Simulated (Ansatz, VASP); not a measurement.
## KSrCl3: VASP beside Ansatz

```xyz
5
Lattice="5.6362 0.0000 0.0000 0.0000 5.6362 0.0000 0.0000 0.0000 5.6362" Properties=species:S:1:pos:R:3 pbc="T T T"
K     0.0000    0.0000    0.0000
Sr    2.8181    2.8181    2.8181
Cl    2.8181    2.8181    0.0000
Cl    2.8181    0.0000    2.8181
Cl    0.0000    2.8181    2.8181
```

Alike in both runs: task single point; functional r2SCAN; k mesh 4 × 4 × 4; occupations fermi-dirac, width 0.5 eV; no spin polarisation.

|  | VASP | Ansatz |
| --- | --- | --- |
| version | VASP 6.6.1 | Ansatz 0.2.0 |
| potentials or method | VASP PAW PBE potentials, release 64 (K_sv, Sr_sv, Cl) | plane waves |
| plane-wave cutoff (eV) | 520 | 500 |
| valence electrons in the cell | 40 | 40 |

|  | VASP | Ansatz | Ansatz less VASP |
| --- | --- | --- | --- |
| pressure (GPa) | 0.0 | 0.0 | -0.03 |

VASP's potentials were made for PBE, not for r2SCAN.
